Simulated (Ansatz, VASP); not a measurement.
**TaN: VASP beside Ansatz**

The input INCAR:

```
PREC = Accurate ; ENCUT = 600
EDIFF = 1E-6 ; ISMEAR = -1
SIGMA = 0.03 ; LREAL = False
LASPH = True ; NELM = 120
ALGO = Normal ; ISIF = 2
LWAVE = False ; LCHARG = False
GGA = PE ; NBANDS = 24
GGA_COMPAT = False
```

Contents of KPOINTS:

```
regular mesh
0
Gamma
  7 7 4
```

Contents of POSCAR:

```
TaN
1.0
    3.0500000000      0.0000000000      0.0000000000
   -1.5250000000      2.6413774815      0.0000000000
    0.0000000000      0.0000000000      4.9400000000
Ta N
2 2
Direct
    0.3333333333      0.6666666667      0.0000000000
    0.6666666667      0.3333333333      0.5000000000
    0.3333333333      0.6666666667      0.3850000000
    0.6666666667      0.3333333333      0.8850000000
```

Input for Ansatz:

```yaml
crystal:
  lattice:
    - [3.05, 0.0, 0.0]
    - [-1.525, 2.6413774815, 0.0]
    - [0.0, 0.0, 4.94]
  atoms:
    - { symbol: Ta, position: [0.3333333333, 0.6666666667, 0.0] }
    - { symbol: Ta, position: [0.6666666667, 0.3333333333, 0.5] }
    - { symbol: "N", position: [0.3333333333, 0.6666666667, 0.385] }
    - { symbol: "N", position: [0.6666666667, 0.3333333333, 0.885] }
kpoints:
  mp_grid: { grid: [7, 7, 4] }
scf:
  occupations: { method: fermi_dirac, width: 0.03 }
hamiltonian:
  xc: pbe
  pseudopotentials: { kind: all_electron, lapw: { basis_error: 0.001 } }
output:
  forces: true
  stress: true
  eigenvalues: true
  populations: true
```

Alike in both runs: task single point; functional PBE; k mesh 7 × 7 × 4; occupations fermi-dirac, width 0.03 eV; no spin polarisation.

|  | VASP | Ansatz |
| --- | --- | --- |
| version | VASP 6.6.1 | Ansatz 0.2.0 |
| potentials or method | VASP PAW PBE potentials, release 64 (Ta_pv, N), cutoff 600 eV | all-electron LAPW, scalar-relativistic |

Ansatz gave:

- rms of the force components (eV/Å): 1.116

Question: Estimate VASP's values.

Answer: rms of the force components (eV/Å): 1.145.

Atom by atom the forces differ by 0.029 eV/Å (rms over components). Ansatz ran all-electron here, and VASP with PAW potentials.

Neither program's run includes spin-orbit coupling.
